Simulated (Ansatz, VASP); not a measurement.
**ZnHg: VASP beside Ansatz**

```xyz
2
Lattice="3.3774 0.0000 0.0000 -1.6887 2.9249 0.0000 0.0000 0.0000 4.2400" Properties=species:S:1:pos:R:3 pbc="T T T"
Zn    1.6887    0.9750    2.1200
Hg    0.0000    1.9499    0.0000
```

Alike in both runs: functional PBE; k mesh 15 × 15 × 8; occupations gaussian, width 0.1 eV; no spin polarisation.

Ansatz relaxed the structure, and its values are those at the end. VASP's run is a single point on that final structure, the one shown.

|  | VASP | Ansatz |
| --- | --- | --- |
| version | VASP 6.6.1 | Ansatz 0.2.0 |
| potentials or method | VASP PAW PBE potentials, release 64 (Zn, Hg), cutoff 500 eV | scalar-relativistic, plane waves, PAW |
| valence electrons in the cell | 24 | 32 |

|  | VASP | Ansatz | Ansatz less VASP |
| --- | --- | --- | --- |
| gap on the k mesh at the Fermi level (eV) | none | none | - |
| pressure (GPa) | 0.2 | 0.0 | -0.25 |

A gap of «none» marks a metal or a gap that the smearing closes. VASP's potentials hold 24 valence electrons a cell and Ansatz's 32, so a difference there can come from the potentials and not from the codes.

Neither program's run includes spin-orbit coupling.
